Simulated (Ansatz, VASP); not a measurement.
# Two plane-wave programs on ZnS

```
Zn S
1.0
     0.00000    2.72200    2.72200
     2.72200    0.00000    2.72200
     2.72200    2.72200    0.00000
Zn S
1 1
Cartesian
  1.3610 1.3610 1.3610
  0.0000 0.0000 0.0000
```

Alike in both runs: task single point; functional PBE; k mesh 6 × 6 × 6; occupations gaussian, width 0.05 eV; no spin polarisation.

|  | VASP | Ansatz |
| --- | --- | --- |
| version | VASP 6.6.1 | Ansatz 0.2.0 |
| potentials or method | VASP PAW PBE potentials, release 64 (Zn, S), cutoff 500 eV | scalar-relativistic, plane waves, PAW |
| valence electrons in the cell | 18 | 18 |

Ansatz gave:

| Item | Value |
| --- | --- |
| gap on the k mesh at the Fermi level (eV) | 2.01 |
| least direct gap on the mesh (eV) | 2.01 |
| pressure (GPa) | 0.0 |

**Question.** Which values does VASP return?

**Answer.** gap on the k mesh at the Fermi level (eV): 2.02; least direct gap on the mesh (eV): 2.02; pressure (GPa): 0.1.
